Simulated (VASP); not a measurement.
# CdS (Fm-3m) in VASP: a series of runs

Runs on CdS. Level: PBEsol. Tasks: single point.

All numbers are computed with VASP 6.6.1; they aren't measurements. Logs are shortened: lines on timing, memory, paths and dates and some standing lists are left out, and cuts for length are marked.

### Step 1. The cell of the first run

It takes space group Fm-3m (No. 225, cubic). Conventional cell: a = 5.579 Å, b = 5.579 Å, c = 5.579 Å, α = 90.00°, β = 90.00°, γ = 90.00°. Cd (site symmetry m-3m) has 6 S at 2.79 Å within 3.7 Å. Within 3.7 Å of S (site symmetry m-3m) lie 6 Cd at 2.79 Å.

### Step 2. Single point, PBEsol

The input, INCAR:

```
SYSTEM = CdS
ALGO = Normal
EDIFF = 1E-7
ENCUT = 520
GGA = PS
ISIF = 2
ISMEAR = -1
LASPH = .TRUE.
LCHARG = .FALSE.
LREAL = .FALSE.
LWAVE = .FALSE.
NBANDS = 16
NELM = 60
PREC = Accurate
SIGMA = 0.05
```

The input, KPOINTS:

```
k-points
0
G
  8 8 8
  0 0 0
```

The input, POSCAR:

```
CdS
1.0
    0.0000000000      2.7894750496      2.7894750496
    2.7894750496      0.0000000000      2.7894750496
    2.7894750496      2.7894750496      0.0000000000
Cd S
1 1
Direct
    0.0000000000      0.0000000000      0.0000000000
    0.5000000000      0.5000000000      0.5000000000
```

Potentials or basis: VASP PAW PBE potentials, release 64 (Cd, S).

Started as:

```
$ cat potpaw_PBE.64/Cd/POTCAR potpaw_PBE.64/S/POTCAR > POTCAR
$ mpirun -np 1 vasp_std > vasp.out
```

OUTCAR:

```text
SYSTEM = CdS
   EDIFF = 1E-7
   ENCUT = 520
   GGA = PS
   ISIF = 2
   ISMEAR = -1
   LASPH = .TRUE.
   LREAL = .FALSE.
   NELM = 60
   PREC = Accurate

 ion  position               nearest neighbor table
   1  0.000  0.000  0.000-   2 2.79   2 2.79   2 2.79   2 2.79   2 2.79   2 2.79
   2  0.500  0.500  0.500-   1 2.79   1 2.79   1 2.79   1 2.79   1 2.79   1 2.79

  LATTYP: Found a face centered cubic cell.
 ALAT       =     5.5789500992

  Lattice vectors:

 A1 = (   0.0000000000,   2.7894750496,   2.7894750496)
 A2 = (   2.7894750496,   0.0000000000,   2.7894750496)
 A3 = (   2.7894750496,   2.7894750496,   0.0000000000)

Analysis of symmetry for initial positions (statically):
=====================================================================
 Subroutine PRICEL returns:
 Original cell was already a primitive cell.

 Routine SETGRP: Setting up the symmetry group for a
 face centered cubic supercell.

 Subroutine GETGRP returns: Found 48 space group operations
[... 9 lines left out ...]

 Routine SETGRP: Setting up the symmetry group for a
 face centered cubic supercell.

 Subroutine GETGRP returns: Found 48 space group operations
[... 11 lines left out ...]
                                     Primitive cell

  volume of cell :      43.4108

  direct lattice vectors                    reciprocal lattice vectors
     0.000000000  2.789475050  2.789475050    -0.179245195  0.179245195  0.179245195
     2.789475050  0.000000000  2.789475050     0.179245195 -0.179245195  0.179245195
     2.789475050  2.789475050  0.000000000     0.179245195  0.179245195 -0.179245195

  length of vectors
     3.944913447  3.944913447  3.944913447     0.310461785  0.310461785  0.310461785

  position of ions in fractional coordinates (direct lattice)
     0.000000000  0.000000000  0.000000000
     0.500000000  0.500000000  0.500000000

  ion indices of the primitive-cell ions
   primitive index   ion index
                 1           1
                 2           2

----------------------------------------------------------------------------------------

 KPOINTS: k-points

Automatic generation of k-mesh.
 Grid dimensions read from file:
 generate k-points for:    8    8    8

 Generating k-lattice:

  Cartesian coordinates                     Fractional coordinates (reciprocal lattice)
    -0.022405649  0.022405649  0.022405649     0.125000000  0.000000000  0.000000000
     0.022405649 -0.022405649  0.022405649     0.000000000  0.125000000  0.000000000
     0.022405649  0.022405649 -0.022405649     0.000000000  0.000000000  0.125000000

  Length of vectors
     0.038807723  0.038807723  0.038807723

  Shift w.r.t. Gamma in fractional coordinates (k-lattice)
     0.000000000  0.000000000  0.000000000

 Subroutine IBZKPT returns following result:
 ===========================================

 Found     29 irreducible k-points:

 Following reciprocal coordinates:
            Coordinates               Weight
  0.000000  0.000000  0.000000      1.000000
  0.125000  0.000000  0.000000      8.000000
  0.250000  0.000000  0.000000      8.000000
  0.375000  0.000000  0.000000      8.000000
  0.500000  0.000000  0.000000      4.000000
  0.125000  0.125000  0.000000      6.000000
[... 16 lines left out ...]
  0.500000  0.250000  0.125000     48.000000
 -0.375000  0.250000  0.125000     24.000000
 [... further k-points ...]
   k-points           NKPTS =     29   k-points in BZ     NKDIM =     29   number of bands    NBANDS=     16
   number of dos      NEDOS =    301   number of ions     NIONS =      2
   total plane-waves  NPLWV =  27000
   dimension x,y,z NGX =    30 NGY =   30 NGZ =   30
   dimension x,y,z NGXF=    60 NGYF=   60 NGZF=   60
   ions per type =               1   1
   NGX,Y,Z   is equivalent  to a cutoff of  12.64, 12.64, 12.64 a.u.
   NGXF,Y,Z  is equivalent  to a cutoff of  25.29, 25.29, 25.29 a.u.
 SYSTEM =  CdS
   PREC   = accura    normal or accurate (medium, high low for compatibility)
   ISTART =      0    job   : 0-new  1-cont  2-samecut
   ICHARG =      2    charge: 1-file 2-atom 10-const
   ISPIN  =      1    spin polarized calculation?
   LNONCOLLINEAR =      F non collinear calculations
   LSORBIT =      F    spin-orbit coupling
   LASPH  =      T    aspherical Exc in radial PAW
   ENCUT  =  520.0 eV  38.22 Ry    6.18 a.u.   7.33  7.33  7.33*2*pi/ulx,y,z
   NELM   =     60;   NELMIN=  2; NELMDL= -5     # of ELM steps
   EDIFF  = 0.1E-06   stopping-criterion for ELM
   LREAL  =      F    real-space projection
   EDIFFG = 0.1E-05   stopping-criterion for IOM
   NSW    =      0    number of steps for IOM
   IBRION =     -1    ionic relax: 0-MD 1-quasi-New 2-CG
   NFREE  =      0    steps in history (QN), initial steepest desc. (CG)
   ISIF   =      2    stress and relaxation
   ISYM   =      2    0-nonsym 1-usesym 2-fastsym
   POTIM  = 0.5000    time-step for ionic-motion
   TEBEG  =    0.0;   TEEND  =   0.0 temperature during run
   PSTRESS=    0.0 pullay stress
   NELECT =      18.0000    total number of electrons
   NUPDOWN=      -1.0000    fix difference up-down
   EMIN   =  10.00;   EMAX   =-10.00  energy-range for DOS
   EFERMI =   0.00;   METHOD = LEGACY
   ISMEAR =    -1;   SIGMA  =   0.05  broadening in eV -4-tet -1-fermi 0-gaus
   EFERMI_NEDOS =   21; number of points for ismear=-14 and -15
   IALGO  =     38    algorithm
   IMIX   =      4    mixing-type and parameters
     AMIX     =   0.40;   BMIX     =  1.00
     AMIX_MAG =   1.60;   BMIX_MAG =  1.00
  volume/ion in A,a.u.               =      21.71       146.48
  Fermi-wavevector in a.u.,A,eV,Ry     =   1.220768  2.306917 20.276420  1.490275
  Thomas-Fermi vector in A             =   2.355974
   LORBIT       =      0    0 simple, 1 ext, 2 COOP (PROOUT), +10 PAW based schemes
   GGA     = PS    functional components
   LHFCALC =     F    Hartree Fock is set to
   AEXX    =    0.0000 exact exchange contribution
   IVDW    =     0    specifies the selected vdW correction
   LEPSILON=     F    determine dielectric tensor
   LRPA    =     F    only Hartree local field effects (RPA)
 non-spin polarized calculation
  energy-cutoff  :      520.00
  volume of cell :       43.41
 maximum number of plane-waves:      1211
 NGX is ok and might be reduce to    30
   NGX = 15   NGY = 15   NGZ = 15

 number of electron      17.9999998 magnetization

 Free energy of the ion-electron system (eV)
  ---------------------------------------------------
  ext. energy  EPLUGINS =         0.00000000
  ---------------------------------------------------
  free energy    TOTEN  =        -6.56611242 eV

  energy without entropy =       -6.56415840  energy(sigma->0) =       -6.56513541

 E-fermi :   2.3953     XC(G=0): -10.3179

 val. band max:        2.3787561142   @ k =   0.5000   0.5000   0.0000
 cond. band min:       2.7857860644   @ k =   0.0000   0.0000   0.0000
 fundamental gap:      0.4070299503
 Fermi energy:         2.3953129813

 k-point     1 :       0.0000    0.0000    0.0000
  band No.  band energies     occupation
      1     -10.1833      2.00000
      2      -5.2323      2.00000
      3      -5.2323      2.00000
      4      -5.2309      2.00000
      5      -5.2309      2.00000
      6      -5.2309      2.00000
[... 8 lines left out ...]
     15      13.1691      0.00000
     16      13.1691      0.00000

 k-point     2 :       0.1250    0.0000    0.0000
  band No.  band energies     occupation
      1     -10.0618      2.00000
      2      -5.2718      2.00000
      3      -5.2718      2.00000
      4      -5.2427      2.00000
      5      -5.2056      2.00000
      6      -5.2056      2.00000
[... 8 lines left out ...]
     15      12.2924      0.00000
     16      12.9293      0.00000

 k-point     3 :       0.2500    0.0000    0.0000
  band No.  band energies     occupation
      1      -9.7381      2.00000
      2      -5.3647      2.00000
      3      -5.3647      2.00000
      4      -5.2869      2.00000
      5      -5.1435      2.00000
      6      -5.1435      2.00000
[... 8 lines left out ...]
     15      12.9339      0.00000
     16      12.9339      0.00000

 k-point     4 :       0.3750    0.0000    0.0000
  band No.  band energies     occupation
      1      -9.3550      2.00000
      2      -5.4542      2.00000
      3      -5.4542      2.00000
      4      -5.3722      2.00000
      5      -5.0802      2.00000
      6      -5.0802      2.00000
[... 8 lines left out ...]
     15      14.1994      0.00000
     16      14.1994      0.00000

 k-point     5 :       0.5000    0.0000    0.0000
  band No.  band energies     occupation
      1      -9.1706      2.00000
      2      -5.4903      2.00000
      3      -5.4903      2.00000
      4      -5.4306      2.00000
      5      -5.0536      2.00000
      6      -5.0536      2.00000
[... 8 lines left out ...]
     15      15.1352      0.00000
     16      15.1352      0.00000

 k-point     6 :       0.1250    0.1250    0.0000
  band No.  band energies     occupation
      1     -10.0274      2.00000
      2      -5.3134      2.00000
      3      -5.2507      2.00000
      4      -5.2184      2.00000
      5      -5.2053      2.00000
      6      -5.2053      2.00000
[... 8 lines left out ...]
     15      14.3566      0.00000
     16      14.3566      0.00000

 k-point     7 :       0.2500    0.1250    0.0000
  band No.  band energies     occupation
      1      -9.7887      2.00000
      2      -5.3780      2.00000
      3      -5.2726      2.00000
      4      -5.2701      2.00000
      5      -5.1660      2.00000
      6      -5.1373      2.00000
[... 8 lines left out ...]
     15      14.0063      0.00000
     16      14.2793      0.00000

 k-point     8 :       0.3750    0.1250    0.0000
  band No.  band energies     occupation
      1      -9.4476      2.00000
      2      -5.4151      2.00000
      3      -5.3634      2.00000
      4      -5.3140      2.00000
      5      -5.1065      2.00000
      6      -5.0719      2.00000
[... 8 lines left out ...]
     15      14.5645      0.00000
     16      14.8506      0.00000

 k-point     9 :       0.5000    0.1250    0.0000
  band No.  band energies     occupation
      1      -9.2037      2.00000
      2      -5.4422      2.00000
      3      -5.3939      2.00000
      4      -5.3796      2.00000
      5      -5.0536      2.00000
      6      -5.0479      2.00000
[... 8 lines left out ...]
     15      15.2812      0.00000
     16      15.6226      0.00000
[... 172 lines left out ...]
 k-point    19 :       0.5000    0.3750    0.0000
  band No.  band energies     occupation
      1      -9.3398      2.00000
      2      -5.3460      2.00000
      3      -5.1897      2.00000
      4      -5.0456      2.00000
      5      -5.0110      2.00000
      6      -4.6223      2.00000
[... 8 lines left out ...]
     15      16.3320      0.00000
     16      17.0419      0.00000

 k-point    20 :      -0.3750    0.3750    0.0000
  band No.  band energies     occupation
      1      -9.2506      2.00000
      2      -5.3227      2.00000
      3      -5.2891      2.00000
      4      -5.1121      2.00000
      5      -5.0255      2.00000
      6      -4.6625      2.00000
[... 8 lines left out ...]
     15      15.0280      0.00000
     16      17.4663      0.00000

 k-point    21 :       0.5000    0.5000    0.0000
  band No.  band energies     occupation
      1      -9.3641      2.00000
      2      -5.3662      2.00000
      3      -5.1372      2.00000
      4      -4.9959      2.00000
      5      -4.9959      2.00000
      6      -4.4211      2.00000
[... 8 lines left out ...]
     15      16.4296      0.00000
     16      16.7819      0.00000

 k-point    22 :       0.3750    0.2500    0.1250
  band No.  band energies     occupation
      1      -9.5595      2.00000
      2      -5.3796      2.00000
      3      -5.3071      2.00000
      4      -5.2828      2.00000
      5      -5.1284      2.00000
      6      -5.0677      2.00000
[... 8 lines left out ...]
     15      15.1808      0.00000
     16      15.7319      0.00000

 k-point    23 :       0.5000    0.2500    0.1250
  band No.  band energies     occupation
      1      -9.3112      2.00000
      2      -5.3877      2.00000
      3      -5.3270      2.00000
      4      -5.2773      2.00000
      5      -5.0751      2.00000
      6      -4.9964      2.00000
[... 8 lines left out ...]
     15      15.5687      0.00000
     16      16.0278      0.00000

 k-point    24 :      -0.3750    0.2500    0.1250
  band No.  band energies     occupation
      1      -9.2019      2.00000
      2      -5.4210      2.00000
      3      -5.3023      2.00000
      4      -5.2669      2.00000
      5      -5.0439      2.00000
      6      -4.9644      2.00000
[... 8 lines left out ...]
     15      14.1871      0.00000
     16      16.3851      0.00000

 [... further k-points ...]
[... 5 lines left out ...]
  --------------------------------------------------------------------------------------
  -------------------------------------------------------------------------------------
  Total       -1.6923872     -1.6923872     -1.6923872      0.0000000      0.0000000     -0.0000000
  in kB      -62.4615668    -62.4615668    -62.4615668      0.0000000      0.0000000     -0.0000000
  external PRESSURE =     -62.4615668 kB  Pullay stress =       0.0000000 kB

 VOLUME and BASIS-vectors are now :
 -----------------------------------------------------------------------------
  energy-cutoff  :      520.00
  volume of cell :       43.41
      direct lattice vectors                 reciprocal lattice vectors
     0.000000000  2.789475050  2.789475050    -0.179245195  0.179245195  0.179245195
     2.789475050  0.000000000  2.789475050     0.179245195 -0.179245195  0.179245195
     2.789475050  2.789475050  0.000000000     0.179245195  0.179245195 -0.179245195

 POSITION                                       TOTAL-FORCE (eV/Angst)
 -----------------------------------------------------------------------------------
      0.00000      0.00000      0.00000         0.000000      0.000000      0.000000
      2.78948      2.78948      2.78948         0.000000      0.000000     -0.000000
 -----------------------------------------------------------------------------------
    total drift:                               -0.000000      0.000000      0.000000

  FREE ENERGIE OF THE ION-ELECTRON SYSTEM (eV)
  ---------------------------------------------------
  free  energy   TOTEN  =        -6.5661124219 eV

  energy  without entropy=       -6.5641583964  energy(sigma->0) =       -6.56513541
```

Run time: 42 s. Hardware: 1 thread of Intel Xeon 8259CL, shared host; peak memory 0.17 GiB.

What came out:

```yaml
Free_energy: -6.5661 eV
Pressure: -6.2 GPa
```

Caveat: the PAW data sets were made with another functional, which shifts forces and pressure a little.

### Step 3. Single point, PBEsol

This run uses another cell than the first one, of 22.12 Å³/atom, 1.019 times its volume.

The input, INCAR:

```
PREC = Accurate ; ENCUT = 520
EDIFF = 1E-6 ; ISMEAR = -1
SIGMA = 0.05 ; LREAL = False
LASPH = True ; NELM = 60
ALGO = Normal ; ISIF = 2
LWAVE = False ; LCHARG = True
GGA = PS ; LELF = True
LVHAR = True ; NBANDS = 16
```

The input, KPOINTS:

```
regular mesh
0
Gamma
  8 8 8
```

The input, POSCAR:

```
CdS
1.0
    0.0000000000      2.8072428857      2.8072428857
    2.8072428857      0.0000000000      2.8072428857
    2.8072428857      2.8072428857      0.0000000000
Cd S
1 1
Direct
    0.0000000000      0.0000000000      0.0000000000
    0.5000000000      0.5000000000      0.5000000000
```

Potentials or basis: VASP PAW PBE potentials, release 64 (Cd, S).

Started as:

```
$ cat potpaw_PBE.64/Cd/POTCAR potpaw_PBE.64/S/POTCAR > POTCAR
$ mpirun -np 1 vasp_std > vasp.out
```

Run time: 44 s. Hardware: 1 thread of Intel Xeon 8259CL, shared host; peak memory 0.17 GiB.

Results (log left out):

- Free energy: -6.5312 eV
- Pressure: -7.2 GPa

Levels at points of the mesh, in eV from the Fermi level:
| k point | band 6 | band 7 | band 8 | band 9 | band 10 | band 11 | band 12 | band 13 |
| --- | --- | --- | --- | --- | --- | --- | --- | --- |
| (0.00, 0.00, 0.00) | -7.60 | -0.75 | -0.75 | -0.75 | 0.31 | 8.97 | 8.97 | 8.97 |
| (0.50, 0.00, 0.00) | -7.43 | -4.70 | -0.16 | -0.16 | 3.26 | 5.68 | 5.68 | 5.97 |
| (0.50, 0.50, 0.00) | -6.83 | -3.96 | -2.03 | -2.03 | -0.02 | 5.85 | 9.07 | 10.42 |

Caveat: the PAW data sets were made with another functional, which shifts forces and pressure a little.
